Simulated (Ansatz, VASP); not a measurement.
## FeNi3: VASP beside Ansatz

```
Fe Ni
1.0
     3.54027    0.00000    0.00000
     0.00000    3.54027    0.00000
     0.00000    0.00000    3.54027
Fe Ni
1 3
Direct
  0.00000 0.00000 0.00000
  0.00000 0.50000 0.50000
  0.50000 0.00000 0.50000
  0.50000 0.50000 0.00000
```

Alike in both runs: task single point; functional PBE; k mesh 6 × 6 × 6; occupations gaussian, width 0.05 eV; collinear spin.

```csv
,VASP,Ansatz
version,VASP 6.6.1,Ansatz 0.2.0
potentials or method,"VASP PAW PBE potentials, release 64 (Fe, Ni), cutoff 520 eV","scalar-relativistic, plane waves, PAW"
valence electrons in the cell,38,70
```

```csv
,VASP,Ansatz,Ansatz less VASP
gap on the k mesh at the Fermi level (eV),none,none,-
pressure (GPa),0.6,0.7,+0.10
net moment per atom (μB),1.22,1.22,+0.001
size of the moment on the site where the two differ most (μB),0.66,0.70,+0.044
```

Site moments also hang on the region over which each program counts them. A gap of «none» marks a metal or a gap that the smearing closes. VASP's potentials hold 38 valence electrons a cell and Ansatz's 70, so a difference there can come from the potentials and not from the codes.
